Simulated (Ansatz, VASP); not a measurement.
## One calculation of Re, two programs

```
Re
1.0
     1.38392    0.79901    6.69861
    -1.38392    0.79901    6.69861
     0.00000   -1.59802    6.69861
Re
3
Direct
  0.00000 0.00000 0.00000
  0.22217 0.22217 0.22217
  0.77783 0.77783 0.77783
```

Alike in both runs: task single point; functional PBEsol; k mesh 11 × 11 × 11; occupations gaussian, width 0.025 eV; no spin polarisation.

|  | VASP | Ansatz |
| --- | --- | --- |
| version | VASP 6.6.1 | Ansatz 0.2.0 |
| potentials or method | VASP PAW PBE potentials, release 64 (Re), cutoff 520 eV | plane waves, PAW |
| valence electrons in the cell | 21 | 45 |

Ansatz gave:

| Item | Value |
| --- | --- |
| pressure (GPa) | -6.3 |
| traceless stress, the component that is largest in VASP (GPa) | -0.21 |

**Question.** Estimate VASP's values.

**Answer.** Pressure (GPa): -6.4; traceless stress, the component that is largest in VASP (GPa): -0.24.

VASP's potentials were made for PBE, not for PBEsol. VASP's potentials hold 21 valence electrons a cell and Ansatz's 45, so a difference there can come from the potentials and not from the codes. Ansatz's warnings: stress scf threshold loose.

Spin-orbit coupling is off throughout.
